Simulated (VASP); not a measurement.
Write the native input for VASP 6.6.1 that does the following.

| Quantity | Value |
| --- | --- |
| Task | single point |
| Functional | r2SCAN |
| Dispersion | D3(BJ) |
| Potentials or basis | VASP PAW PBE potentials, release 64 (O, H, F) |
| Cutoff | 580 eV |
| k mesh | 1 × 1 × 1 |
| Occupations | fermi-dirac, width 0.02 eV |
| Spin | no spin polarisation |
| Dipole correction | no |
| Further INCAR settings | ALGO = Normal; EDIFF = 1e-06; NBANDS = 55 |

H17O8F:

```xyz
26
Lattice="6.4951 0.0000 0.0000 0.0000 6.4951 0.0000 0.0000 0.0000 6.4951" Properties=species:S:1:pos:R:3 pbc="T T T"
O     5.8031    0.8984    1.9945
O     1.3159    6.0576    0.7635
O     1.5100    0.9722    3.9313
O     4.9850    5.8610    5.7266
O     3.4513    1.4905    7.1484
O     4.5302    5.0041    3.1194
O     1.6661    3.4718    5.5782
O     2.4378    3.9316    2.1968
H     5.0984    1.4387    1.6193
H     5.3373    0.1028    2.3039
H     0.5396    6.5118    1.0697
H     1.0758    5.7638   -0.1281
H     0.6893    1.2327    3.4195
H     2.1102    0.5925    3.2627
H     4.4654    6.5343    6.1858
H     4.7511    5.6586    4.7842
H     3.0569    1.9803    6.4042
H     2.6225    0.8754    7.2156
H     3.7213    4.6074    2.6779
H     5.1632    4.3926    2.8178
H     1.4016    2.7241    5.0180
H     0.8940    3.5486    6.1991
H     1.9951    4.5329    1.5869
H     2.7085    3.2505    1.5643
H     5.4807    4.6939    0.1394
F     5.8098    3.9623    0.6288
```

The input as run:

POSCAR

```
H17O8F
1.0
    6.4950650000      0.0000000000      0.0000000000
    0.0000000000      6.4950650000      0.0000000000
    0.0000000000      0.0000000000      6.4950650000
O H F
8 17 1
Direct
    0.8934629600      0.1383204017      0.3070792979
    0.2025999740      0.9326465555      0.1175507866
    0.2324842015      0.1496828746      0.6052749280
    0.7675057909      0.9023774204      0.8816847868
    0.5313726652      0.2294819220      1.1005894475
    0.6974833970      0.7704464851      0.4802723298
    0.2565178332      0.5345289077      0.8588366706
    0.3753311168      0.6053211169      0.3382260224
    0.7849652005      0.2215066362      0.2493123625
    0.8217469725      0.0158274013      0.3547154647
    0.0830784603      1.0025765716      0.1646942717
    0.1656334463      0.8874122122     -0.0197226664
    0.1061267285      0.1897902484      0.5264766403
    0.3248928225      0.0912231055      0.5023352345
    0.6875065915      1.0060407402      0.9523846182
    0.7314938342      0.8712152996      0.7365900110
    0.4706496394      0.3048930226      0.9860101477
    0.4037680916      0.1347792516      1.1109357643
    0.5729426880      0.7093693443      0.4122976444
    0.7949420060      0.6762980817      0.4338370748
    0.2157946071      0.4194107372      0.7725865715
    0.1376429643      0.5463532698      0.9544323267
    0.3071716757      0.6978990972      0.2443239598
    0.4170089137      0.5004568853      0.2408443949
    0.8438252735      0.7226871479      0.0214624488
    0.8944945124      0.6100477824      0.0968119642
```

INCAR.step1

```
SYSTEM = H17O8F
  PREC = Accurate
  ENCUT = 580
  ISMEAR = -1
  SIGMA = 0.02
  LREAL = .FALSE.
  LASPH = .TRUE.
  NELM = 120
  NBANDS = 55
  GGA = PE
  ALGO = Normal
  EDIFF = 1E-5
  LWAVE = .TRUE.
  LCHARG = .FALSE.
  GGA_COMPAT = .FALSE.
```

INCAR.step2

```
SYSTEM = H17O8F
  PREC = Accurate
  ENCUT = 580
  EDIFF = 1E-6
  ISMEAR = -1
  SIGMA = 0.02
  LREAL = .FALSE.
  LASPH = .TRUE.
  NELM = 120
  ALGO = Normal
  ISIF = 2
  LWAVE = .FALSE.
  LCHARG = .FALSE.
  METAGGA = R2SCAN
  LMIXTAU = .TRUE.
  IVDW = 12
  VDW_S6 = 1.0
  VDW_S8 = 0.78981345
  VDW_A1 = 0.49484001
  VDW_A2 = 5.73083694
  NBANDS = 55
  ISTART = 1
  GGA_COMPAT = .FALSE.
```

KPOINTS

```
Automatic mesh
0
G
  1 1 1
  0 0 0
```

Potentials or basis: VASP PAW PBE potentials, release 64 (O, H, F).

Launch:

```bash
$ cat potpaw_PBE.64/O/POTCAR potpaw_PBE.64/H/POTCAR potpaw_PBE.64/F/POTCAR > POTCAR
$ cp INCAR.step1 INCAR
$ mpirun -np 1 vasp_gam > vasp.out
$ cp INCAR.step2 INCAR
$ mpirun -np 1 vasp_gam > vasp.out
```

Results of the run:

The pressure is -0.4 GPa and the largest force is 2.775 eV/Å. The dispersion energy per atom is -0.016 eV.

Caveat: the k points lie up to 0.97 Å⁻¹ apart; the PAW data sets were made with another functional, which shifts forces and pressure a little.

Wall time 6.2 min on 1 thread of Intel Xeon 8259CL, with other jobs on the host, peak memory 0.42 GiB.
